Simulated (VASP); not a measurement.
Here is a VASP 6.6.1 calculation.

File INCAR:

```
ALGO = Normal
EDIFF = 1E-6
ENCUT = 520
GGA = PS
ISIF = 2
ISMEAR = -1
LASPH = True
LCHARG = True
LELF = True
LREAL = False
LVHAR = True
LWAVE = False
NBANDS = 12
NELM = 80
PREC = Accurate
SIGMA = 0.03
```

File KPOINTS:

```
k-points
0
Gamma
  17 17 17
```

The input POSCAR:

```
Cu
1.0
    0.0000000000      1.8255750000      1.8075000000
    1.8255750000      0.0000000000      1.8075000000
    1.8255750000      1.8255750000      0.0000000000
Cu
1
Direct
    0.0000000000      0.0000000000      0.0000000000
```

Potentials or basis: VASP PAW PBE potentials, release 64 (Cu).

The run is started by

```bash
$ cat potpaw_PBE.64/Cu/POTCAR > POTCAR
$ mpirun -np 1 vasp_std > vasp.out
```

(1) Predict the pressure.

Answers

(1) -8.6 GPa.

Caveat: the cell differs from its parent crystal (equal xx and yy strain of +1 %); the PAW data sets were made with another functional, which shifts forces and pressure a little.
